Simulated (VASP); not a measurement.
# Sc (I4/mmm) in VASP: further runs, part 2 of 3

VASP 6.6.1. Earlier steps stand in the parts before.

### Step 3. Single point, LDA+U

This run uses another cell than the first one, of 24.17 Å³/atom, 0.957 times its volume.

Input file INCAR:

```
SYSTEM = Sc
PREC = Accurate ; ENCUT = 520
EDIFF = 1E-6 ; ISMEAR = 0
SIGMA = 0.05 ; LREAL = .False.
LASPH = .True. ; NELM = 150
ALGO = Fast ; ISIF = 2
LWAVE = .False. ; LCHARG = .False.
LMAXMIX = 4 ; LDAU = .True.
LDAUTYPE = 2 ; LDAUL = 2
LDAUU = 2 ; LDAUJ = 0
LDAUPRINT = 1 ; NBANDS = 12
```

Input file KPOINTS:

```
Automatic mesh
0
Gamma
  10 10 10
  0 0 0
```

Input file POSCAR:

```
Sc
1.0
   -1.8661897431      1.8661897431      1.7350554757
    1.8661897431     -1.8661897431      1.7350554757
    1.8661897431      1.8661897431     -1.7350554757
Sc
1
Direct
    0.0000000000      0.0000000000      0.0000000000
```

Potentials or basis: VASP PAW LDA potentials, release 64 (Sc_sv).

On the command line:

```bash
cat potpaw_LDA.64/Sc_sv/POTCAR > POTCAR
mpirun -np 1 vasp_std > vasp.out
```

OUTCAR:

```text
SYSTEM = Sc
   PREC = Accurate
   ENCUT = 520
   EDIFF = 1E-6
   ISMEAR = 0
   LREAL = .False.
   LASPH = .True.
   NELM = 150
   ISIF = 2

 ion  position               nearest neighbor table
   1  0.000  0.000  0.000-

  LATTYP: Found a body centered tetragonal cell.
 ALAT       =     3.7323794862
 C/A-ratio  =     0.9297315464

  Lattice vectors:

 A1 = (  -1.8661897431,   1.8661897431,   1.7350554757)
 A2 = (   1.8661897431,  -1.8661897431,   1.7350554757)
 A3 = (   1.8661897431,   1.8661897431,  -1.7350554757)

Analysis of symmetry for initial positions (statically):
=====================================================================
 Subroutine PRICEL returns:
 Original cell was already a primitive cell.

 Routine SETGRP: Setting up the symmetry group for a
 body centered tetragonal supercell.

 Subroutine GETGRP returns: Found 16 space group operations
 (whereof 16 operations were pure point group operations)
 out of a pool of 16 trial point group operations.

The static configuration has the point symmetry D_4h.

Analysis of symmetry for dynamics (positions and initial velocities):
=====================================================================
 Subroutine PRICEL returns:
 Original cell was already a primitive cell.

 Routine SETGRP: Setting up the symmetry group for a
 body centered tetragonal supercell.

 Subroutine GETGRP returns: Found 16 space group operations
 (whereof 16 operations were pure point group operations)
 out of a pool of 16 trial point group operations.

The dynamic configuration has the point symmetry D_4h.

 Subroutine INISYM returns: Found 16 space group operations
 (whereof 16 operations are pure point group operations),
 and found     1 'primitive' translations

----------------------------------------------------------------------------------------

                                     Primitive cell

  volume of cell :      24.1705

  direct lattice vectors                    reciprocal lattice vectors
    -1.866189743  1.866189743  1.735055476     0.000000000  0.267925596  0.288175224
     1.866189743 -1.866189743  1.735055476     0.267925596  0.000000000  0.288175224
     1.866189743  1.866189743 -1.735055476     0.267925596  0.267925596  0.000000000

  length of vectors
     3.158440409  3.158440409  3.158440409     0.393483271  0.393483271  0.378904012

  position of ions in fractional coordinates (direct lattice)
     0.000000000  0.000000000  0.000000000

  ion indices of the primitive-cell ions
   primitive index   ion index
                 1           1

----------------------------------------------------------------------------------------

 KPOINTS: Automatic mesh

Automatic generation of k-mesh.
 Grid dimensions read from file:
 generate k-points for:   10   10   10

 Generating k-lattice:

[... 80 lines left out ...]
     AMIX     =   0.40;   BMIX     =  1.00
     AMIX_MAG =   1.60;   BMIX_MAG =  1.00
  volume/ion in A,a.u.               =      24.17       163.11
  Fermi-wavevector in a.u.,A,eV,Ry     =   1.259246  2.379631 21.574781  1.585702
  Thomas-Fermi vector in A             =   2.392816
   LORBIT       =      0    0 simple, 1 ext, 2 COOP (PROOUT), +10 PAW based schemes
 LDA+U is selected, type is set to LDAUTYPE =  2
   angular momentum for each species LDAUL =     2
   U (eV)           for each species LDAUU =   2.0
   J (eV)           for each species LDAUJ =   0.0
   GGA     = CA    functional components
   LHFCALC =     F    Hartree Fock is set to
   AEXX    =    0.0000 exact exchange contribution
   IVDW    =     0    specifies the selected vdW correction
   LEPSILON=     F    determine dielectric tensor
   LRPA    =     F    only Hartree local field effects (RPA)
 non-spin polarized calculation
 RMM-DIIS sequential band-by-band and
 Gauss-broadening in eV      SIGMA  =   0.05
  energy-cutoff  :      520.00
  volume of cell :       24.17
 maximum number of plane-waves:       668
   NGX = 11   NGY = 11   NGZ = 11

atom =   1  type =  1  l = 2

 onsite density matrix

spin component  1

  0.0637 -0.0000  0.0000 -0.0000  0.0000
 -0.0000  0.0678  0.0000  0.0000  0.0000
  0.0000  0.0000  0.1328 -0.0000  0.0000
 -0.0000  0.0000 -0.0000  0.0678 -0.0000
  0.0000  0.0000  0.0000 -0.0000  0.1212

spin component  2

  0.0637 -0.0000  0.0000 -0.0000  0.0000
 -0.0000  0.0678  0.0000  0.0000  0.0000
  0.0000  0.0000  0.1328 -0.0000  0.0000
 -0.0000  0.0000 -0.0000  0.0678 -0.0000
  0.0000  0.0000  0.0000 -0.0000  0.1212

 occupancies and eigenvectors

  o =  0.0637  v =  1.0000  0.0000  0.0000  0.0000  0.0000  0.0000  0.0000  0.0000  0.0000  0.0000      0.0000  0.0000  0.0000  0.0000  0.0000  0.0000  0.0000  0.0000  0.0000  0.0000
  o =  0.0637  v =  0.0000  0.0000  0.0000  0.0000  0.0000  1.0000  0.0000  0.0000  0.0000  0.0000      0.0000  0.0000  0.0000  0.0000  0.0000  0.0000  0.0000  0.0000  0.0000  0.0000
  o =  0.0678  v =  0.0000 -0.5411  0.0000 -0.8410  0.0000  0.0000  0.0000  0.0000  0.0000  0.0000      0.0000  0.0000  0.0000  0.0000  0.0000  0.0000  0.0000  0.0000  0.0000  0.0000
  o =  0.0678  v =  0.0000  0.0000  0.0000  0.0000  0.0000  0.0000 -0.5411  0.0000 -0.8410  0.0000      0.0000  0.0000  0.0000  0.0000  0.0000  0.0000  0.0000  0.0000  0.0000  0.0000
  o =  0.0678  v =  0.0000 -0.8410 -0.0000  0.5411  0.0000  0.0000  0.0000  0.0000  0.0000  0.0000      0.0000  0.0000  0.0000  0.0000  0.0000  0.0000  0.0000  0.0000  0.0000  0.0000
  o =  0.0678  v =  0.0000  0.0000  0.0000  0.0000  0.0000  0.0000 -0.8410 -0.0000  0.5411  0.0000      0.0000  0.0000  0.0000  0.0000  0.0000  0.0000  0.0000  0.0000  0.0000  0.0000
  o =  0.1212  v =  0.0000  0.0000 -0.0000  0.0000  1.0000  0.0000  0.0000  0.0000  0.0000  0.0000      0.0000  0.0000  0.0000  0.0000  0.0000  0.0000  0.0000  0.0000  0.0000  0.0000
  o =  0.1212  v =  0.0000  0.0000  0.0000  0.0000  0.0000  0.0000  0.0000 -0.0000  0.0000  1.0000      0.0000  0.0000  0.0000  0.0000  0.0000  0.0000  0.0000  0.0000  0.0000  0.0000
  o =  0.1328  v =  0.0000  0.0000  0.0000  0.0000  0.0000  0.0000  0.0000 -1.0000 -0.0000 -0.0000      0.0000  0.0000  0.0000  0.0000  0.0000  0.0000  0.0000  0.0000  0.0000  0.0000
  o =  0.1328  v =  0.0000  0.0000 -1.0000 -0.0000 -0.0000  0.0000  0.0000  0.0000  0.0000  0.0000      0.0000  0.0000  0.0000  0.0000  0.0000  0.0000  0.0000  0.0000  0.0000  0.0000

 number of electron      10.9999998 magnetization

 Free energy of the ion-electron system (eV)
  ---------------------------------------------------
  ext. energy  EPLUGINS =         0.00000000
  ---------------------------------------------------
  free energy    TOTEN  =        -5.71493865 eV

  energy without entropy =       -5.71133676  energy(sigma->0) =       -5.71313770

 E-fermi :   3.9679     XC(G=0): -10.2681

 val. band max:        3.9461193019   @ k =  -0.3000   0.3000   0.3000
 cond. band min:       3.9762378902   @ k =   0.4000   0.2000   0.1000
 fundamental gap:      0.0301185883
 Fermi energy:         3.9679043223

 k-point     1 :       0.0000    0.0000    0.0000
  band No.  band energies     occupation
      1     -45.5869      2.00000
      2     -24.3052      2.00000
      3     -24.3052      2.00000
      4     -24.2830      2.00000
      5      -1.5453      2.00000
      6       5.3147      0.00000
      7       5.7921      0.00000
      8       5.7921      0.00000
      9       6.6907      0.00000
     10       7.2498      0.00000
     11      17.6650      0.00000
     12      17.6678      0.00000
[... 331 lines left out ...]
 k-point    24 :       0.4000    0.3000   -0.0000
  band No.  band energies     occupation
      1     -45.5076      2.00000
      2     -24.6288      2.00000
      3     -24.5411      2.00000
      4     -24.3496      2.00000
      5       3.1824      2.00000
      6       3.7417      2.00000
      7       4.0682      0.00455
      8       7.0713      0.00000
      9       7.2047      0.00000
     10       9.7599      0.00000
     11      10.9062      0.00000
     12      11.7342      0.00000

 [... further k-points ...]
[... 5 lines left out ...]
  --------------------------------------------------------------------------------------
  -------------------------------------------------------------------------------------
  Total        0.0111266      0.0111266      0.1510688      0.0000000      0.0000000      0.0000000
  in kB        0.7375456      0.7375456     10.0138366      0.0000000      0.0000000      0.0000000
  external PRESSURE =       3.8296426 kB  Pullay stress =       0.0000000 kB

 VOLUME and BASIS-vectors are now :
 -----------------------------------------------------------------------------
  energy-cutoff  :      520.00
  volume of cell :       24.17
      direct lattice vectors                 reciprocal lattice vectors
    -1.866189743  1.866189743  1.735055476     0.000000000  0.267925596  0.288175224
     1.866189743 -1.866189743  1.735055476     0.267925596  0.000000000  0.288175224
     1.866189743  1.866189743 -1.735055476     0.267925596  0.267925596  0.000000000

 POSITION                                       TOTAL-FORCE (eV/Angst)
 -----------------------------------------------------------------------------------
      0.00000      0.00000      0.00000         0.000000     -0.000000     -0.000000
 -----------------------------------------------------------------------------------
    total drift:                                0.000000      0.000000     -0.000000

  FREE ENERGIE OF THE ION-ELECTRON SYSTEM (eV)
  ---------------------------------------------------
  free  energy   TOTEN  =        -5.7149386488 eV

  energy  without entropy=       -5.7113367594  energy(sigma->0) =       -5.71313770
```

OSZICAR:

```text
N       E                     dE             d eps       ncg     rms          rms(c)
DAV:   1     0.757531937241E+02    0.75753E+02   -0.50769E+03  2456   0.915E+02
DAV:   2    -0.505747733162E+01   -0.80811E+02   -0.79199E+02  2476   0.300E+02
DAV:   3    -0.660512275431E+01   -0.15476E+01   -0.15176E+01  3580   0.561E+01
DAV:   4    -0.662473685202E+01   -0.19614E-01   -0.19607E-01  3304   0.450E+00
DAV:   5    -0.662491787377E+01   -0.18102E-03   -0.18102E-03  3224   0.347E-01    0.507E+00
RMM:   6    -0.582409624603E+01    0.80082E+00   -0.73780E-01  2693   0.120E+01    0.180E+00
RMM:   7    -0.572778215043E+01    0.96314E-01   -0.93604E-01  3440   0.807E+00    0.895E-01
RMM:   8    -0.571772071372E+01    0.10061E-01   -0.50003E-02  2756   0.388E+00    0.370E-01
RMM:   9    -0.571494801641E+01    0.27727E-02   -0.13084E-02  3451   0.990E-01    0.679E-02
RMM:  10    -0.571492531025E+01    0.22706E-04   -0.11316E-03  3754   0.281E-01    0.294E-02
RMM:  11    -0.571493822106E+01   -0.12911E-04   -0.77760E-05  3503   0.109E-01    0.674E-03
RMM:  12    -0.571493864885E+01   -0.42779E-06   -0.95304E-06  3037   0.360E-02
   1 F= -.57149386E+01 E0= -.57131377E+01  d E =-.360189E-02
```

Wall time 15 s (1 thread of Intel Xeon Platinum 8259CL at 2.50GHz (Skylake/Cascade Lake), shared host); peak memory 0.14 GiB.

Results:

```yaml
Free_energy: -5.7149 eV
Pressure: 0.4 GPa
```

Eigenvalues of the final occupation matrices:
| site | spin | trace | eigenvalues |
| --- | --- | --- | --- |
| site 1 d | 1 | 0.45 | 0.06 0.07 0.07 0.12 0.13 |
| site 1 d | 2 | 0.45 | 0.06 0.07 0.07 0.12 0.13 |

Caveat: U without spin polarisation on a metal has little footing; the U is typed as a test and isn't derived for this compound.

[end of part 2 of 3]
